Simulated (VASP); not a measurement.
# LiNbO3 (R3c) in VASP: notebook

Runs on LiNbO3. Level: r2SCAN. Tasks: single point.

Everything below comes from runs of VASP 6.6.1. Logs are shortened: lines on timing, memory, paths and dates and some standing lists are left out, and cuts for length are marked.

### Step 1. The cell of the first run

It takes space group R3c (No. 161, trigonal). The conventional cell has a = 5.248 Å, b = 5.248 Å, c = 14.103 Å, α = 90.00°, β = 90.00°, γ = 120.00°. Li (site symmetry 3) has 6 O at 2.16 to 2.26 Å within 2.9 Å. Within 2.5 Å of Nb (site symmetry 3) lie 6 O at 1.88 to 2.18 Å. O (site symmetry 1) has 2 Nb at 1.88 to 2.18 Å and 2 Li at 2.16 to 2.26 Å within 2.5 Å.

### Step 2. Single point, r2SCAN (volume scaled by 1.06, then relaxed in part)

The input, POSCAR:

```
LiNbO3
1.0
    2.6241170258      1.5150346712      4.7008851530
   -2.6241170258      1.5150346712      4.7008851530
    0.0000000000     -3.0300693424      4.7008851530
Li Nb O
2 2 6
Direct
    0.2828117008      0.2828117008      0.2828117008
    0.7828117008      0.7828117008      0.7828117008
    0.0007141774      0.0007141774      0.0007141774
    0.5007141774      0.5007141774      0.5007141774
    0.1178612598      0.3484698916      0.7219579704
    0.7219579704      0.1178612598      0.3484698916
    0.3484698916      0.7219579704      0.1178612598
    0.2219579704      0.8484698916      0.6178612598
    0.8484698916      0.6178612598      0.2219579704
    0.6178612598      0.2219579704      0.8484698916
```

The input, INCAR.step1:

```
SYSTEM = LiNbO3
PREC = Accurate
ENCUT = 520
ISMEAR = 0
SIGMA = 0.02
LREAL = .FALSE.
LASPH = .TRUE.
NELM = 80
NBANDS = 45
GGA = PE
ALGO = Normal
EDIFF = 1E-4
LWAVE = .TRUE.
LCHARG = .FALSE.
```

The input, INCAR.step2:

```
SYSTEM = LiNbO3
PREC = Accurate
ENCUT = 520
EDIFF = 1E-7
ISMEAR = 0
SIGMA = 0.02
LREAL = .FALSE.
LASPH = .TRUE.
NELM = 80
ALGO = Normal
ISIF = 2
LWAVE = .FALSE.
LCHARG = .TRUE.
METAGGA = R2SCAN
LMIXTAU = .TRUE.
LELF = .TRUE.
LVHAR = .TRUE.
NBANDS = 45
ISTART = 1
```

The input, KPOINTS:

```
regular mesh
0
G
  6 6 6
  0 0 0
```

Potentials or basis: VASP PAW PBE potentials, release 64 (Li_sv, Nb_sv, O).

On the command line:

```bash
$ cat potpaw_PBE.64/Li_sv/POTCAR potpaw_PBE.64/Nb_sv/POTCAR potpaw_PBE.64/O/POTCAR > POTCAR
$ cp INCAR.step1 INCAR
$ mpirun -np 1 vasp_std > vasp.out
$ cp INCAR.step2 INCAR
$ mpirun -np 1 vasp_std > vasp.out
```

OUTCAR:

```text
SYSTEM = LiNbO3
   PREC = Accurate
   ENCUT = 520
   EDIFF = 1E-7
   ISMEAR = 0
   LREAL = .FALSE.
   LASPH = .TRUE.
   NELM = 80
   ISIF = 2
   METAGGA = R2SCAN
   ISTART = 1

 ion  position               nearest neighbor table
   1  0.283  0.283  0.283-   8 2.16  10 2.16   9 2.16   5 2.26   7 2.26   6 2.26
   2  0.783  0.783  0.783-   7 2.16   6 2.16   5 2.16   9 2.26   8 2.26  10 2.26
   3  0.001  0.001  0.001-   5 1.88   6 1.88   7 1.88   9 2.18   8 2.18  10 2.18
   4  0.501  0.501  0.501-   9 1.88  10 1.88   8 1.88   5 2.18   7 2.18   6 2.18
   5  0.118  0.348  0.722-   3 1.88   2 2.16   4 2.18   1 2.26
   6  0.722  0.118  0.348-   3 1.88   2 2.16   4 2.18   1 2.26
   7  0.348  0.722  0.118-   3 1.88   2 2.16   4 2.18   1 2.26
   8  0.222  0.848  0.618-   4 1.88   1 2.16   3 2.18   2 2.26
   9  0.848  0.618  0.222-   4 1.88   1 2.16   3 2.18   2 2.26
  10  0.618  0.222  0.848-   4 1.88   1 2.16   3 2.18   2 2.26

  LATTYP: Found a trigonal (rhomboedric) cell.
 ALAT       =     5.5928205265
 COS(alpha) =     0.5597142520

  Lattice vectors:

 A1 = (   2.6241170258,   1.5150346712,   4.7008851530)
 A2 = (  -2.6241170258,   1.5150346712,   4.7008851530)
 A3 = (   0.0000000000,  -3.0300693424,   4.7008851530)

Analysis of symmetry for initial positions (statically):
=====================================================================
 Subroutine PRICEL returns:
 Original cell was already a primitive cell.

 Routine SETGRP: Setting up the symmetry group for a
 trigonal (rhombohedral) supercell.

 Subroutine GETGRP returns: Found  6 space group operations
 (whereof  3 operations were pure point group operations)
 out of a pool of 12 trial point group operations.

The static configuration has the point symmetry C_3 .
 The point group associated with its full space group is C_3v.

Analysis of symmetry for dynamics (positions and initial velocities):
=====================================================================
 Subroutine PRICEL returns:
 Original cell was already a primitive cell.

 Routine SETGRP: Setting up the symmetry group for a
 trigonal (rhombohedral) supercell.

 Subroutine GETGRP returns: Found  6 space group operations
 (whereof  3 operations were pure point group operations)
 out of a pool of 12 trial point group operations.

The dynamic configuration has the point symmetry C_3 .
 The point group associated with its full space group is C_3v.

 Subroutine INISYM returns: Found  6 space group operations
 (whereof  3 operations are pure point group operations),
 and found     1 'primitive' translations

----------------------------------------------------------------------------------------

                                     Primitive cell

  volume of cell :     112.1338

  direct lattice vectors                    reciprocal lattice vectors
     2.624117026  1.515034671  4.700885153     0.190540283  0.110008484  0.070908632
    -2.624117026  1.515034671  4.700885153    -0.190540283  0.110008484  0.070908632
     0.000000000 -3.030069342  4.700885153     0.000000000 -0.220016967  0.070908632

  length of vectors
     5.592820527  5.592820527  5.592820526     0.231161199  0.231161199  0.231161199

  position of ions in fractional coordinates (direct lattice)
     0.282811701  0.282811701  0.282811701
     0.782811701  0.782811701  0.782811701
     0.000714177  0.000714177  0.000714177
     0.500714177  0.500714177  0.500714177
     0.117861260  0.348469892  0.721957970
     0.721957970  0.117861260  0.348469892
     0.348469892  0.721957970  0.117861260
     0.221957970  0.848469892  0.617861260
     0.848469892  0.617861260  0.221957970
     0.617861260  0.221957970  0.848469892

  ion indices of the primitive-cell ions
   primitive index   ion index
                 1           1
                 2           2
                 3           3
                 4           4
                 5           5
                 6           6
                 7           7
                 8           8
                 9           9
                10          10

----------------------------------------------------------------------------------------

 KPOINTS: regular mesh

Automatic generation of k-mesh.
 Grid dimensions read from file:
 generate k-points for:    6    6    6

 Generating k-lattice:

  Cartesian coordinates                     Fractional coordinates (reciprocal lattice)
     0.031756714  0.018334747  0.011818105     0.166666667  0.000000000  0.000000000
    -0.031756714  0.018334747  0.011818105     0.000000000  0.166666667  0.000000000
     0.000000000 -0.036669495  0.011818105     0.000000000  0.000000000  0.166666667

  Length of vectors
     0.038526866  0.038526866  0.038526866

  Shift w.r.t. Gamma in fractional coordinates (k-lattice)
     0.000000000  0.000000000  0.000000000

 Subroutine IBZKPT returns following result:
 ===========================================

 Found     32 irreducible k-points:

 Following reciprocal coordinates:
            Coordinates               Weight
  0.000000  0.000000  0.000000      1.000000
  0.166667  0.000000  0.000000      6.000000
  0.333333 -0.000000  0.000000      6.000000
  0.500000  0.000000 -0.000000      3.000000
  0.166667  0.166667  0.000000      6.000000
  0.333333  0.166667 -0.000000     12.000000
[... 16 lines left out ...]
  0.500000  0.500000  0.166667      6.000000
 -0.333333  0.500000  0.166667     12.000000
 [... further k-points ...]
   k-points           NKPTS =     32   k-points in BZ     NKDIM =     32   number of bands    NBANDS=     45
   number of dos      NEDOS =    301   number of ions     NIONS =     10
   total plane-waves  NPLWV =  74088
   dimension x,y,z NGX =    42 NGY =   42 NGZ =   42
   dimension x,y,z NGXF=    84 NGYF=   84 NGZF=   84
   ions per type =               2   2   6
   NGX,Y,Z   is equivalent  to a cutoff of  12.48, 12.48, 12.48 a.u.
   NGXF,Y,Z  is equivalent  to a cutoff of  24.97, 24.97, 24.97 a.u.
 SYSTEM =  LiNbO3
   PREC   = accura    normal or accurate (medium, high low for compatibility)
   ISTART =      1    job   : 0-new  1-cont  2-samecut
   ICHARG =      0    charge: 1-file 2-atom 10-const
   ISPIN  =      1    spin polarized calculation?
   LNONCOLLINEAR =      F non collinear calculations
   LSORBIT =      F    spin-orbit coupling
   LASPH  =      T    aspherical Exc in radial PAW
   ENCUT  =  520.0 eV  38.22 Ry    6.18 a.u.  10.40 10.40 10.40*2*pi/ulx,y,z
   NELM   =     80;   NELMIN=  2; NELMDL=  0     # of ELM steps
   EDIFF  = 0.1E-06   stopping-criterion for ELM
   LREAL  =      F    real-space projection
   EDIFFG = 0.1E-05   stopping-criterion for IOM
   NSW    =      0    number of steps for IOM
   IBRION =     -1    ionic relax: 0-MD 1-quasi-New 2-CG
   NFREE  =      0    steps in history (QN), initial steepest desc. (CG)
   ISIF   =      2    stress and relaxation
   ISYM   =      2    0-nonsym 1-usesym 2-fastsym
   POTIM  = 0.5000    time-step for ionic-motion
   TEBEG  =    0.0;   TEEND  =   0.0 temperature during run
   PSTRESS=    0.0 pullay stress
   NELECT =      68.0000    total number of electrons
   NUPDOWN=      -1.0000    fix difference up-down
   EMIN   =  10.00;   EMAX   =-10.00  energy-range for DOS
   EFERMI =   0.00;   METHOD = LEGACY
   ISMEAR =     0;   SIGMA  =   0.02  broadening in eV -4-tet -1-fermi 0-gaus
   EFERMI_NEDOS =   21; number of points for ismear=-14 and -15
   IALGO  =     38    algorithm
   IMIX   =      4    mixing-type and parameters
     AMIX     =   0.40;   BMIX     =  1.00
     AMIX_MAG =   1.60;   BMIX_MAG =  1.00
  volume/ion in A,a.u.               =      11.21        75.67
  Fermi-wavevector in a.u.,A,eV,Ry     =   1.385688  2.618571 26.124987  1.920132
  Thomas-Fermi vector in A             =   2.510075
   LORBIT       =      0    0 simple, 1 ext, 2 COOP (PROOUT), +10 PAW based schemes
   METAGGA = R2SCAN    functional components
   LHFCALC =     F    Hartree Fock is set to
   AEXX    =    0.0000 exact exchange contribution
   IVDW    =     0    specifies the selected vdW correction
   LEPSILON=     F    determine dielectric tensor
   LRPA    =     F    only Hartree local field effects (RPA)
 non-spin polarized calculation
 Gauss-broadening in eV      SIGMA  =   0.02
  energy-cutoff  :      520.00
  volume of cell :      112.13
 maximum number of plane-waves:      3036
 NGX is ok and might be reduce to    42
   NGX = 21   NGY = 21   NGZ = 21

 number of electron      67.9999999 magnetization

 Free energy of the ion-electron system (eV)
  ---------------------------------------------------
  ext. energy  EPLUGINS =         0.00000000
  ---------------------------------------------------
  free energy    TOTEN  =      -118.51982378 eV

  energy without entropy =     -118.51982378  energy(sigma->0) =     -118.51982378

 E-fermi :   2.8567     XC(G=0): -11.1585

 val. band max:        2.7130396286   @ k =   0.0000   0.0000   0.0000
 cond. band min:       6.6793325215   @ k =   0.1667   0.1667   0.0000
 fundamental gap:      3.9662928929
 Fermi energy:         2.8566842774

 k-point     1 :       0.0000    0.0000    0.0000
  band No.  band energies     occupation
      1     -53.2421      2.00000
      2     -53.2290      2.00000
      3     -41.4328      2.00000
      4     -41.4310      2.00000
      5     -28.7968      2.00000
      6     -28.7968      2.00000
[... 37 lines left out ...]
     44      12.9520      0.00000
     45      12.9802      0.00000

 k-point     2 :       0.1667    0.0000    0.0000
  band No.  band energies     occupation
      1     -53.2412      2.00000
      2     -53.2299      2.00000
      3     -41.4327      2.00000
      4     -41.4311      2.00000
      5     -28.7884      2.00000
      6     -28.7872      2.00000
[... 37 lines left out ...]
     44      12.8435      0.00000
     45      12.8839      0.00000

 k-point     3 :       0.3333   -0.0000    0.0000
  band No.  band energies     occupation
      1     -53.2388      2.00000
      2     -53.2323      2.00000
      3     -41.4324      2.00000
      4     -41.4315      2.00000
      5     -28.7639      2.00000
      6     -28.7606      2.00000
[... 997 lines left out ...]
     44      12.6071      0.00000
     45      13.0195      0.00000

 k-point    24 :      -0.3333    0.5000    0.1667
  band No.  band energies     occupation
      1     -53.2366      2.00000
      2     -53.2344      2.00000
      3     -41.4321      2.00000
      4     -41.4318      2.00000
      5     -28.7955      2.00000
      6     -28.7934      2.00000
[... 37 lines left out ...]
     44      12.5319      0.00000
     45      13.3901      0.00000

 [... further k-points ...]
[... 5 lines left out ...]
  --------------------------------------------------------------------------------------
  -------------------------------------------------------------------------------------
  Total       -4.1273726     -4.1273726     -4.0965067      0.0000000     -0.0000000      0.0000000
  in kB      -58.9722357    -58.9722357    -58.5312218      0.0000000     -0.0000000      0.0000000
  external PRESSURE =     -58.8252311 kB  Pullay stress =       0.0000000 kB

 VOLUME and BASIS-vectors are now :
 -----------------------------------------------------------------------------
  energy-cutoff  :      520.00
  volume of cell :      112.13
      direct lattice vectors                 reciprocal lattice vectors
     2.624117026  1.515034671  4.700885153     0.190540283  0.110008484  0.070908632
    -2.624117026  1.515034671  4.700885153    -0.190540283  0.110008484  0.070908632
     0.000000000 -3.030069342  4.700885153     0.000000000 -0.220016967  0.070908632

 POSITION                                       TOTAL-FORCE (eV/Angst)
 -----------------------------------------------------------------------------------
      0.00000      0.00000      3.98840        -0.000000     -0.000000      0.012141
      0.00000      0.00000     11.03972        -0.000000     -0.000000      0.012141
      0.00000      0.00000      0.01007        -0.000000     -0.000000     -0.034990
      0.00000      0.00000      7.06140        -0.000000     -0.000000     -0.034990
     -0.60514     -1.48107      5.58601        -0.020828      0.019856      0.007616
      1.58522      0.21647      5.58601        -0.006782     -0.027965      0.007616
     -0.98008      1.26461      5.58601         0.027610      0.008109      0.007616
     -1.64404     -0.25043      7.93645        -0.027610      0.008109      0.007616
      0.60514      1.54899      7.93645         0.020828      0.019856      0.007616
      1.03890     -1.29857      7.93645         0.006782     -0.027965      0.007616
 -----------------------------------------------------------------------------------
    total drift:                               -0.000000     -0.000001     -0.014464

  FREE ENERGIE OF THE ION-ELECTRON SYSTEM (eV)
  ---------------------------------------------------
  free  energy   TOTEN  =      -118.5198237772 eV

  energy  without entropy=     -118.5198237772  energy(sigma->0) =     -118.51982378
```

It took 12 min on 1 thread of AMD EPYC 9R45 (Zen 5), shared host; peak memory 0.33 GiB.

Results:

```yaml
Free_energy: -118.5198 eV
Largest_force: 0.035 eV/Å
Band_gap_on_the_k_mesh: 3.97 eV, indirect (least direct gap 3.99 eV)
```

Forces in eV/Å, atoms in the order of the input:
```
Li   0.000  0.000  0.012
Li   0.000  0.000  0.012
Nb   0.000  0.000 -0.035
Nb   0.000  0.000 -0.035
O   -0.021  0.020  0.008
O   -0.007 -0.028  0.008
O    0.028  0.008  0.008
O   -0.028  0.008  0.008
O    0.021  0.020  0.008
O    0.007 -0.028  0.008
```

Caveat: the cutoff is under 1.25 times the usual one of these potentials, so pressure, stress and relaxed cells hold a basis-set (Pulay) error; the PAW data sets were made with another functional, which shifts forces and pressure a little. A k mesh can miss the band edges.

(Continued in part 2 of 2.)
